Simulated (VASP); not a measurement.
A run of VASP 6.6.1 is set up as follows.

INCAR

```
PREC = Accurate
ENCUT = 520
EDIFF = 1E-7
ISMEAR = 0
SIGMA = 0.01
LREAL = F
LASPH = T
NELM = 60
ALGO = Normal
ISIF = 2
LWAVE = F
LCHARG = F
GGA = PE
NBANDS = 16
```

KPOINTS

```
regular mesh
0
Gamma
  9 9 4
```

POSCAR

```
BN
1.0
    2.4608834687      0.0000000000      0.0000000000
   -1.2304417343      2.1311875996      0.0000000000
    0.0000000000      0.0000000000      8.1572381391
B N
2 2
Direct
    0.3333333333      0.6666666667      0.2500000000
    0.6666666667      0.3333333333      0.7500000000
    0.6666666667      0.3333333333      0.2500000000
    0.3333333333      0.6666666667      0.7500000000
```

Potentials or basis: VASP PAW PBE potentials, release 64 (B, N).

Launch:

```bash
$ cat potpaw_PBE.64/B/POTCAR potpaw_PBE.64/N/POTCAR > POTCAR
$ mpirun -np 1 vasp_std > vasp.out
```

(1) What does it give for the band gap on the k mesh?

(2) What does it give for the pressure?

## Answers

(1) 4.39 eV, indirect (least direct gap 4.81 eV).

(2) 13.1 GPa.

Caveat: this functional lacks dispersion, which binds the layers, so the pressure and a relaxed spacing across them are unreliable.
